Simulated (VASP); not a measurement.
Runs of VASP 6.6.1 on Pt. The structure is that of space group Im-3m (No. 229), or close to it. The cells are those of the table. 

```csv
task,level,potentials or basis,cell,k mesh,cutoff (eV),ions in elastic constants,second run,gap on the mesh (eV),pressure (GPa)
single point,PBEsol,"VASP PAW PBE potentials, release 64 (Pt)","a = 2.687 Å, angles 109.5°, 1 atom",12 × 12 × 12,520,-,-,none,4.6
relaxation of cell and atoms,PBE+D4,"VASP PAW PBE potentials, release 64 (Pt)","relaxed from a = 2.744 Å, angles 109.5°, 1 atom",12 × 12 × 12,600,-,-,none,-0.1
single point,PBEsol,"VASP PAW PBE potentials, release 64 (Pt)","a = 2.707 Å, angles 109.5°, 1 atom",12 × 12 × 12,520,-,-,none,-1.7
single point,PBEsol,"VASP PAW PBE potentials, release 64 (Pt)","a = 2.673 Å, angles 109.5°, 1 atom",12 × 12 × 12,520,-,-,none,9.7
single point,PBEsol,"VASP PAW PBE potentials, release 64 (Pt)","a = 2.780 Å, angles 109.5°, 1 atom",12 × 12 × 12,520,-,-,none,-19.1
single point,r2SCAN,"VASP PAW PBE potentials, release 64 (Pt)","a = 2.780 Å, angles 109.5°, 1 atom",12 × 12 × 12,520,-,-,none,(c)
single point,LDA,"VASP PAW LDA potentials, release 64 (Pt)","a = 2.685 Å, angles 109.5°, 1 atom",12 × 12 × 12,520,-,-,none,(b)
single point,PBEsol,"VASP PAW PBE potentials, release 64 (Pt)","a = 2.648 Å, angles 109.5°, 1 atom",12 × 12 × 12,520,-,-,none,19.7
single point,LDA,"VASP PAW LDA potentials, release 64 (Pt)","a = 2.762 Å, angles 109.5°, 1 atom",12 × 12 × 12,520,-,-,none,(a)
single point,r2SCAN,"VASP PAW PBE potentials, release 64 (Pt_sv_GW)","a = 2.762 Å, angles 109.5°, 1 atom",12 × 12 × 12,550,-,valence_matched,none,-12.9
```

Alike in all rows: no spin polarisation; smearing fermi-dirac 0.05 eV.

Question: Estimate the missing entries.

Answer: (a) -19.5; (b) 0.7; (c) -14.3.

Caveats: spin-orbit coupling is left out, which moves the levels of the heavy elements; the PAW data sets were made with another functional, which shifts forces and pressure a little (some runs); pairwise dispersion overbinds metals, which lowers pressure and volume (some runs).

A k mesh can miss the band edges, and the runs leave out spin-orbit coupling on Pt.

A gap of «none» marks levels without a gap at the run's occupations.

The runs don't all hold the same shells in valence.
